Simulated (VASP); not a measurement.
## HgTe: single point with PBEsol

HgTe:

```xyz
2
Lattice="0.0000 2.9117 2.9117 2.9117 0.0000 2.9117 2.9117 2.9117 0.0000" Properties=species:S:1:pos:R:3 pbc="T T T"
Hg    0.0000    0.0000    0.0000
Te    2.9117    2.9117    2.9117
```

This cell differs from its parent crystal: volume scaled by 0.99.

```
Program                : VASP 6.6.1
Task                   : single point
Functional             : PBEsol
Potentials or basis    : VASP PAW PBE potentials, release 64 (Hg, Te)
Cutoff                 : 520 eV
k mesh                 : 12 × 12 × 12
Occupations            : fermi-dirac, width 0.08 eV
Spin                   : no spin polarisation
Dipole correction      : no
Further INCAR settings : ALGO = Normal; EDIFF = 1e-07; NBANDS = 16
```

```
Pressure               : 7.3 GPa
Band gap on the k mesh : zero (band 9 reaches 6.36 eV, above the bottom of band 10 at 3.03 eV)
```

Levels at points of the mesh, in eV from the Fermi level:
```
           k point  band 7  band 8  band 9  band 10  band 11  band 12
(0.00, 0.00, 0.00)   -0.90   -0.90   -0.90    -0.34     7.72     7.72
(0.50, 0.00, 0.00)   -6.09    0.47    0.47     2.39     3.72     3.72
(0.50, 0.50, 0.00)   -5.28   -2.96   -2.86    -2.86     4.59     9.94
```

It took 17 s on 1 thread of Intel(R) Xeon(R) 6975P-C (Granite Rapids), with other jobs on the host, peak memory 0.22 GiB.

Caveat: the PAW data sets were made with another functional, which shifts forces and pressure a little; spin-orbit coupling is left out, which moves the levels of the heavy elements.
